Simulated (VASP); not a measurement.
# CaO (I4/mmm) in VASP: a series of runs

CaO is run at these levels: PBE; tasks: single point.

Program: VASP 6.6.1. These are calculated values, not measurements. Logs are shortened: lines on timing, memory, paths and dates and some standing lists are left out, and cuts for length are marked.

## 1. The cell of the first run

The structure is tetragonal, space group I4/mmm (No. 139). The conventional cell has a = 3.515 Å, b = 3.515 Å, c = 4.898 Å, α = 90.00°, β = 90.00°, γ = 90.00°. Within 3.2 Å of Ca (site symmetry 4/mmm) lie 6 O at 2.45 to 2.49 Å. Within 3.2 Å of O (site symmetry 4/mmm) lie 6 Ca at 2.45 to 2.49 Å.

## 2. Single point, PBE (strain +0.015 along x and y, +0.000 along z)

The input, INCAR:

```
SYSTEM = CaO
  PREC = Accurate
  ENCUT = 520
  EDIFF = 1E-6
  ISMEAR = 0
  SIGMA = 0.05
  LREAL = .False.
  LASPH = .True.
  NELM = 100
  ALGO = Normal
  ISIF = 2
  LWAVE = .False.
  LCHARG = .False.
  GGA = PE
  NBANDS = 15
```

The input, KPOINTS:

```
regular mesh
0
Gamma
  8 8 8
  0 0 0
```

The input, POSCAR:

```
CaO
1.0
    0.0000000000      2.4857350000      2.4490000000
    2.4857350000      0.0000000000      2.4490000000
    2.4857350000      2.4857350000      0.0000000000
Ca O
1 1
Direct
    0.0000000000      0.0000000000      0.0000000000
    0.5000000000      0.5000000000      0.5000000000
```

Potentials or basis: VASP PAW PBE potentials, release 64 (Ca_sv, O).

Launch:

```console
> cat potpaw_PBE.64/Ca_sv/POTCAR potpaw_PBE.64/O/POTCAR > POTCAR
> mpirun -np 1 vasp_std > vasp.out
```

OUTCAR:

```text
SYSTEM = CaO
   PREC = Accurate
   ENCUT = 520
   EDIFF = 1E-6
   ISMEAR = 0
   LREAL = .False.
   LASPH = .True.
   NELM = 100
   ISIF = 2
   GGA = PE

 ion  position               nearest neighbor table
   1  0.000  0.000  0.000-   2 2.45   2 2.45   2 2.49   2 2.49   2 2.49   2 2.49
   2  0.500  0.500  0.500-   1 2.45   1 2.45   1 2.49   1 2.49   1 2.49   1 2.49

  LATTYP: Found a body centered tetragonal cell.
 ALAT       =     3.5153601495
 C/A-ratio  =     1.3933138546

  Lattice vectors:

 A1 = (   0.0000000000,  -2.4857350000,  -2.4490000000)
 A2 = (   0.0000000000,   2.4857350000,  -2.4490000000)
 A3 = (   2.4857350000,   0.0000000000,   2.4490000000)

Analysis of symmetry for initial positions (statically):
=====================================================================
 Subroutine PRICEL returns:
 Original cell was already a primitive cell.

 Routine SETGRP: Setting up the symmetry group for a
 body centered tetragonal supercell.

 Subroutine GETGRP returns: Found 16 space group operations
 (whereof 16 operations were pure point group operations)
 out of a pool of 16 trial point group operations.

The static configuration has the point symmetry D_4h.

Analysis of symmetry for dynamics (positions and initial velocities):
=====================================================================
 Subroutine PRICEL returns:
 Original cell was already a primitive cell.

 Routine SETGRP: Setting up the symmetry group for a
 body centered tetragonal supercell.

 Subroutine GETGRP returns: Found 16 space group operations
 (whereof 16 operations were pure point group operations)
 out of a pool of 16 trial point group operations.

The dynamic configuration has the point symmetry D_4h.

 Subroutine INISYM returns: Found 16 space group operations
 (whereof 16 operations are pure point group operations),
 and found     1 'primitive' translations

----------------------------------------------------------------------------------------

                                     Primitive cell

  volume of cell :      30.2641

  direct lattice vectors                    reciprocal lattice vectors
     0.000000000  2.485735000  2.449000000    -0.201147749  0.201147749  0.204164965
     2.485735000  0.000000000  2.449000000     0.201147749 -0.201147749  0.204164965
     2.485735000  2.485735000  0.000000000     0.201147749  0.201147749 -0.204164965

  length of vectors
     3.489481264  3.489481264  3.515360149     0.350148778  0.350148778  0.350148778

  position of ions in fractional coordinates (direct lattice)
     0.000000000  0.000000000  0.000000000
     0.500000000  0.500000000  0.500000000

  ion indices of the primitive-cell ions
   primitive index   ion index
                 1           1
                 2           2

----------------------------------------------------------------------------------------

 KPOINTS: regular mesh

Automatic generation of k-mesh.
 Grid dimensions read from file:
 generate k-points for:    8    8    8

 Generating k-lattice:

  Cartesian coordinates                     Fractional coordinates (reciprocal lattice)
    -0.025143469  0.025143469  0.025520621     0.125000000  0.000000000  0.000000000
     0.025143469 -0.025143469  0.025520621     0.000000000  0.125000000  0.000000000
     0.025143469  0.025143469 -0.025520621     0.000000000  0.000000000  0.125000000

  Length of vectors
     0.043768597  0.043768597  0.043768597

  Shift w.r.t. Gamma in fractional coordinates (k-lattice)
     0.000000000  0.000000000  0.000000000

 Subroutine IBZKPT returns following result:
 ===========================================

 Found     59 irreducible k-points:

 Following reciprocal coordinates:
            Coordinates               Weight
  0.000000  0.000000  0.000000      1.000000
  0.125000  0.000000  0.000000      8.000000
  0.250000  0.000000  0.000000      8.000000
  0.375000  0.000000  0.000000      8.000000
  0.500000  0.000000  0.000000      4.000000
  0.125000  0.125000  0.000000      2.000000
[... 16 lines left out ...]
  0.250000  0.000000  0.125000     16.000000
  0.375000  0.000000  0.125000     16.000000
 [... further k-points ...]
   k-points           NKPTS =     59   k-points in BZ     NKDIM =     59   number of bands    NBANDS=     15
   number of dos      NEDOS =    301   number of ions     NIONS =      2
   total plane-waves  NPLWV =  21952
   dimension x,y,z NGX =    28 NGY =   28 NGZ =   28
   dimension x,y,z NGXF=    56 NGYF=   56 NGZF=   56
   ions per type =               1   1
   NGX,Y,Z   is equivalent  to a cutoff of  13.34, 13.34, 13.24 a.u.
   NGXF,Y,Z  is equivalent  to a cutoff of  26.68, 26.68, 26.48 a.u.
 SYSTEM =  CaO
   PREC   = accura    normal or accurate (medium, high low for compatibility)
   ISTART =      0    job   : 0-new  1-cont  2-samecut
   ICHARG =      2    charge: 1-file 2-atom 10-const
   ISPIN  =      1    spin polarized calculation?
   LNONCOLLINEAR =      F non collinear calculations
   LSORBIT =      F    spin-orbit coupling
   LASPH  =      T    aspherical Exc in radial PAW
   ENCUT  =  520.0 eV  38.22 Ry    6.18 a.u.   6.49  6.49  6.54*2*pi/ulx,y,z
   NELM   =    100;   NELMIN=  2; NELMDL= -5     # of ELM steps
   EDIFF  = 0.1E-05   stopping-criterion for ELM
   LREAL  =      F    real-space projection
   EDIFFG = 0.1E-04   stopping-criterion for IOM
   NSW    =      0    number of steps for IOM
   IBRION =     -1    ionic relax: 0-MD 1-quasi-New 2-CG
   NFREE  =      0    steps in history (QN), initial steepest desc. (CG)
   ISIF   =      2    stress and relaxation
   ISYM   =      2    0-nonsym 1-usesym 2-fastsym
   POTIM  = 0.5000    time-step for ionic-motion
   TEBEG  =    0.0;   TEEND  =   0.0 temperature during run
   PSTRESS=    0.0 pullay stress
   NELECT =      16.0000    total number of electrons
   NUPDOWN=      -1.0000    fix difference up-down
   EMIN   =  10.00;   EMAX   =-10.00  energy-range for DOS
   EFERMI =   0.00;   METHOD = LEGACY
   ISMEAR =     0;   SIGMA  =   0.05  broadening in eV -4-tet -1-fermi 0-gaus
   EFERMI_NEDOS =   21; number of points for ismear=-14 and -15
   IALGO  =     38    algorithm
   IMIX   =      4    mixing-type and parameters
     AMIX     =   0.40;   BMIX     =  1.00
     AMIX_MAG =   1.60;   BMIX_MAG =  1.00
  volume/ion in A,a.u.               =      15.13       102.12
  Fermi-wavevector in a.u.,A,eV,Ry     =   1.323748  2.501521 23.841611  1.752309
  Thomas-Fermi vector in A             =   2.453333
   LORBIT       =      0    0 simple, 1 ext, 2 COOP (PROOUT), +10 PAW based schemes
   GGA     = PE    functional components
   LHFCALC =     F    Hartree Fock is set to
   AEXX    =    0.0000 exact exchange contribution
   IVDW    =     0    specifies the selected vdW correction
   LEPSILON=     F    determine dielectric tensor
   LRPA    =     F    only Hartree local field effects (RPA)
 non-spin polarized calculation
 Gauss-broadening in eV      SIGMA  =   0.05
  energy-cutoff  :      520.00
  volume of cell :       30.26
 maximum number of plane-waves:       845
 NGX is ok and might be reduce to    28
   NGX = 13   NGY = 13   NGZ = 13

 number of electron      16.0000003 magnetization

 Free energy of the ion-electron system (eV)
  ---------------------------------------------------
  ext. energy  EPLUGINS =         0.00000000
  ---------------------------------------------------
  free energy    TOTEN  =       -12.76769973 eV

  energy without entropy =      -12.76769973  energy(sigma->0) =      -12.76769973

 E-fermi :   2.1362     XC(G=0): -10.0618

 val. band max:        1.9002987000   @ k =   0.0000   0.0000   0.0000
 cond. band min:       5.4960107249   @ k =   0.5000   0.5000   0.0000
 fundamental gap:      3.5957120248
 Fermi energy:         2.1362323306

 k-point     1 :       0.0000    0.0000    0.0000
  band No.  band energies     occupation
      1     -36.1199      2.00000
      2     -16.9408      2.00000
      3     -16.9408      2.00000
      4     -16.9273      2.00000
      5     -13.4862      2.00000
      6       1.8752      2.00000
      7       1.8752      2.00000
      8       1.9003      2.00000
      9       5.9249      0.00000
     10       7.8567      0.00000
     11       7.8567      0.00000
     12       7.9459      0.00000
     13       9.1823      0.00000
     14       9.3138      0.00000
     15      16.4132      0.00000

 k-point     2 :       0.1250    0.0000    0.0000
  band No.  band energies     occupation
      1     -36.1098      2.00000
      2     -17.0725      2.00000
      3     -16.9480      2.00000
      4     -16.9374      2.00000
      5     -13.3363      2.00000
      6       1.3739      2.00000
      7       1.6963      2.00000
      8       1.7101      2.00000
      9       6.5923      0.00000
     10       7.8390      0.00000
     11       8.0984      0.00000
     12       8.1507      0.00000
     13       9.4964      0.00000
     14       9.6352      0.00000
     15      16.8904      0.00000

 k-point     3 :       0.2500    0.0000    0.0000
  band No.  band energies     occupation
      1     -36.0854      2.00000
      2     -17.3648      2.00000
      3     -16.9654      2.00000
      4     -16.9509      2.00000
      5     -13.0098      2.00000
      6       0.4468      2.00000
      7       1.3093      2.00000
      8       1.3159      2.00000
      9       7.8260      0.00000
     10       8.0542      0.00000
     11       8.7289      0.00000
     12       8.7535      0.00000
     13      10.2598      0.00000
     14      10.4121      0.00000
     15      16.9179      0.00000

 k-point     4 :       0.3750    0.0000    0.0000
  band No.  band energies     occupation
      1     -36.0608      2.00000
      2     -17.6209      2.00000
      3     -16.9826      2.00000
      4     -16.9640      2.00000
      5     -12.7175      2.00000
      6      -0.2865      2.00000
      7       0.9699      2.00000
      8       0.9699      2.00000
      9       8.2577      0.00000
     10       9.2395      0.00000
     11       9.4469      0.00000
     12       9.4481      0.00000
     13      11.1055      0.00000
     14      11.2563      0.00000
     15      15.6199      0.00000
[... 307 lines left out ...]
 k-point    22 :       0.1250    0.0000    0.1250
  band No.  band energies     occupation
      1     -36.1067      2.00000
      2     -17.0741      2.00000
      3     -16.9639      2.00000
      4     -16.9528      2.00000
      5     -13.3169      2.00000
      6       1.1223      2.00000
      7       1.7687      2.00000
      8       1.7921      2.00000
      9       6.6915      0.00000
     10       7.3961      0.00000
     11       8.3598      0.00000
     12       8.4345      0.00000
     13       9.4132      0.00000
     14       9.8759      0.00000
     15      17.1067      0.00000

 k-point    23 :       0.2500    0.0000    0.1250
  band No.  band energies     occupation
      1     -36.0873      2.00000
      2     -17.2736      2.00000
      3     -16.9844      2.00000
      4     -16.9718      2.00000
      5     -13.1051      2.00000
      6       0.5318      2.00000
      7       1.4589      2.00000
      8       1.5538      2.00000
      9       7.2195      0.00000
     10       7.6646      0.00000
     11       8.8952      0.00000
     12       8.9970      0.00000
     13       9.8389      0.00000
     14      10.5921      0.00000
     15      17.4614      0.00000

 k-point    24 :       0.3750    0.0000    0.1250
  band No.  band energies     occupation
      1     -36.0628      2.00000
      2     -17.5124      2.00000
      3     -17.0052      2.00000
      4     -16.9915      2.00000
      5     -12.8505      2.00000
      6      -0.0115      2.00000
      7       1.0217      2.00000
      8       1.1987      2.00000
      9       7.5632      0.00000
     10       8.8219      0.00000
     11       9.5307      0.00000
     12       9.6349      0.00000
     13      10.6652      0.00000
     14      11.3380      0.00000
     15      16.1269      0.00000

 [... further k-points ...]
[... 5 lines left out ...]
  --------------------------------------------------------------------------------------
  -------------------------------------------------------------------------------------
  Total       -1.2280279     -1.2280279     -0.9505813      0.0000000      0.0000000      0.0000000
  in kB      -65.0115277    -65.0115277    -50.3235660      0.0000000      0.0000000      0.0000000
  external PRESSURE =     -60.1155404 kB  Pullay stress =       0.0000000 kB

 VOLUME and BASIS-vectors are now :
 -----------------------------------------------------------------------------
  energy-cutoff  :      520.00
  volume of cell :       30.26
      direct lattice vectors                 reciprocal lattice vectors
     0.000000000  2.485735000  2.449000000    -0.201147749  0.201147749  0.204164965
     2.485735000  0.000000000  2.449000000     0.201147749 -0.201147749  0.204164965
     2.485735000  2.485735000  0.000000000     0.201147749  0.201147749 -0.204164965

 POSITION                                       TOTAL-FORCE (eV/Angst)
 -----------------------------------------------------------------------------------
      0.00000      0.00000      0.00000         0.000000      0.000000      0.000000
      2.48574      2.48574      2.44900        -0.000000      0.000000     -0.000000
 -----------------------------------------------------------------------------------
    total drift:                                0.000000      0.000000      0.000000

  FREE ENERGIE OF THE ION-ELECTRON SYSTEM (eV)
  ---------------------------------------------------
  free  energy   TOTEN  =       -12.7676997264 eV

  energy  without entropy=      -12.7676997264  energy(sigma->0) =      -12.76769973
```

Wall time 16 s (1 thread of Intel Xeon Platinum 8488C (Sapphire Rapids), shared host); peak memory 0.17 GiB.

What came out:

| Quantity | Value |
| --- | --- |
| Free energy | -12.7677 eV |
| Pressure | -6.0 GPa |
| Band gap on the k mesh | 3.60 eV, indirect (least direct gap 4.02 eV) |

Caveat: the cell differs from its parent crystal (strain +0.015 along x and y, +0.000 along z).

## 3. Single point, PBE (strain +0.015 along x and y, -0.015 along z)

The input, INCAR:

```
SYSTEM = CaO
ALGO = Normal
EDIFF = 1E-7
ENCUT = 520
GGA = PE
ISIF = 2
ISMEAR = 0
LASPH = .TRUE.
LCHARG = .FALSE.
LREAL = .FALSE.
LWAVE = .FALSE.
NBANDS = 15
NELM = 100
PREC = Accurate
SIGMA = 0.05
```

The input, KPOINTS:

```
k-points
0
G
  8 8 8
  0 0 0
```

The input, POSCAR:

```
CaO
1.0
    0.0000000000      2.4857350000      2.4122650000
    2.4857350000      0.0000000000      2.4122650000
    2.4857350000      2.4857350000      0.0000000000
Ca O
1 1
Direct
    0.0000000000      0.0000000000      0.0000000000
    0.5000000000      0.5000000000      0.5000000000
```

Potentials or basis: VASP PAW PBE potentials, release 64 (Ca_sv, O).

Launch:

```console
> cat potpaw_PBE.64/Ca_sv/POTCAR potpaw_PBE.64/O/POTCAR > POTCAR
> mpirun -np 1 vasp_std > vasp.out
```

Wall time 16 s (1 thread of Intel Xeon Platinum 8488C (Sapphire Rapids), shared host); peak memory 0.17 GiB.

It converged, with:

* Free energy: -12.7778 eV
* Pressure: -4.6 GPa
* Band gap on the k mesh: 3.55 eV, indirect (least direct gap 4.02 eV)

Stress tensor (GPa, compression positive):
```
-5.75  0.00  0.00
 0.00 -5.75  0.00
 0.00  0.00 -2.36
```

Levels at points of the mesh, in eV from the valence-band top:
| k point | band 5 | band 6 | band 7 | band 8 | band 9 | band 10 | band 11 | band 12 |
| --- | --- | --- | --- | --- | --- | --- | --- | --- |
| (0.00, 0.00, 0.00) | -15.44 | -0.06 | -0.06 | 0.00 | 4.10 | 5.95 | 5.95 | 6.13 |
| (0.50, 0.00, 0.00) | -14.50 | -2.51 | -1.11 | -1.11 | 6.68 | 7.92 | 7.93 | 7.95 |
| (0.50, 0.50, 0.00) | -15.20 | -1.25 | -0.47 | -0.47 | 3.55 | 7.52 | 8.45 | 9.03 |
| (0.50, 0.00, 0.50) | -15.20 | -1.40 | -0.42 | -0.38 | 3.64 | 7.46 | 8.48 | 8.92 |

Caveat: the cell differs from its parent crystal (strain +0.015 along x and y, -0.015 along z). A k mesh can miss the band edges.

## 4. Single point, PBE (strain +0.030 along x and y, +0.000 along z)

The input, INCAR:

```
SYSTEM = CaO
ALGO     = Normal         ! electronic algorithm
EDIFF    = 1E-6           ! SCF threshold, eV
ENCUT    = 520            ! plane-wave cutoff, eV
GGA      = PE             ! functional
ISIF     = 2              ! what is computed and relaxed
ISMEAR   = 0              ! smearing method
LASPH    = .True.         ! aspherical terms in the spheres
LCHARG   = .False.        ! write CHGCAR
LREAL    = .False.        ! projectors in reciprocal space
LWAVE    = .False.        ! write WAVECAR
NBANDS   = 15             ! bands
NELM     = 80             ! most SCF steps
PREC     = Accurate       ! precision mode
SIGMA    = 0.05           ! smearing width, eV
```

The input, KPOINTS:

```
k-points
0
Gamma
  8 8 8
  0 0 0
```

The input, POSCAR:

```
CaO
1.0
    0.0000000000      2.5224700000      2.4490000000
    2.5224700000      0.0000000000      2.4490000000
    2.5224700000      2.5224700000      0.0000000000
Ca O
1 1
Direct
    0.0000000000      0.0000000000      0.0000000000
    0.5000000000      0.5000000000      0.5000000000
```

Launch:

```console
> cat potpaw_PBE.64/Ca_sv/POTCAR potpaw_PBE.64/O/POTCAR > POTCAR
> mpirun -np 1 vasp_std > vasp.out
```

It took 17 s on 1 thread of Intel Xeon Platinum 8488C (Sapphire Rapids), shared host; peak memory 0.17 GiB.

It converged, with:

| Property | Result |
| --- | --- |
| Free energy | -12.7252 eV |
| Pressure | -8.0 GPa |
| Band gap on the k mesh | 3.55 eV, indirect (least direct gap 3.79 eV) |

Stress tensor (GPa, compression positive):
```
-8.83  0.00  0.00
 0.00 -8.83  0.00
 0.00  0.00 -6.39
```

Levels at points of the mesh, in eV from the valence-band top:
| k point | band 6 | band 7 | band 8 | band 9 | band 10 | band 11 |
| --- | --- | --- | --- | --- | --- | --- |
| (0.00, 0.00, 0.00) | -0.04 | -0.04 | 0.00 | 3.79 | 5.84 | 5.84 |
| (0.50, 0.00, 0.00) | -2.41 | -1.03 | -1.02 | 6.48 | 7.61 | 7.70 |
| (0.50, 0.50, 0.00) | -1.26 | -0.46 | -0.46 | 3.55 | 7.22 | 8.20 |
| (0.50, 0.00, 0.50) | -1.39 | -0.41 | -0.38 | 3.64 | 7.17 | 8.23 |

Caveat: the cell differs from its parent crystal (strain +0.030 along x and y, +0.000 along z). A k mesh can miss the band edges.

## 5. The runs side by side

```tsv
cell	gap on the mesh (eV)	pressure (GPa)
a = 3.489, b = 3.489, c = 3.515 Å, angles 59.8, 59.8, 60.5°, 2 atoms	3.60	-6.0
a = 3.464, b = 3.464, c = 3.515 Å, angles 59.5, 59.5, 61.0°, 2 atoms	3.55	-4.6
a = 3.516, b = 3.516, c = 3.567 Å, angles 59.5, 59.5, 61.0°, 2 atoms	3.55	-8.0
```

Alike in all rows: task single point; level PBE; potentials or basis VASP PAW PBE potentials, release 64 (Ca_sv, O); no spin polarisation; k mesh 8 × 8 × 8; cutoff (eV) 520; smearing gaussian 0.05 eV.

Total energies depend on the potentials used, so only differences within one code and one set of settings carry meaning.
